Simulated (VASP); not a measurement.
Crystal: ZrO2 (Cubic zirconia).

```xyz
3
Lattice="0.0000 2.4763 2.4763 2.4763 0.0000 2.4763 2.4763 2.4763 0.0000" Properties=species:S:1:pos:R:3 pbc="T T T"
Zr    0.0000    0.0000    0.0000
O     1.2381    1.2381    1.2381
O     3.7144    3.7144    3.7144
```

This cell differs from its parent crystal: strain -2.7%.

Base run:

| Property | Result |
| --- | --- |
| Program | VASP 6.6.1 |
| Functional | r2SCAN |
| Potentials or basis | VASP PAW PBE potentials, release 64 (Zr_sv, O) |
| Cutoff | 660 eV |
| k mesh | 8 × 8 × 8 |
| Occupations | gaussian, width 0.01 eV |
| Spin | no spin polarisation |

Its results: band gap on the k mesh 4.12 eV, indirect (least direct gap 4.60 eV); pressure 25.0 GPa.

The run is repeated on the same cell with these changes: functional from r2SCAN to PBE; cutoff from 660 eV to 600 eV; occupations from gaussian, width 0.01 eV to fermi-dirac, width 0.02 eV. What comes out?

Band gap on the k mesh 3.57 eV, indirect (least direct gap 4.10 eV); pressure 28.4 GPa.

Caveats: the PAW data sets were made with another functional, which shifts forces and pressure a little (some runs).

A k mesh can miss the band edges.
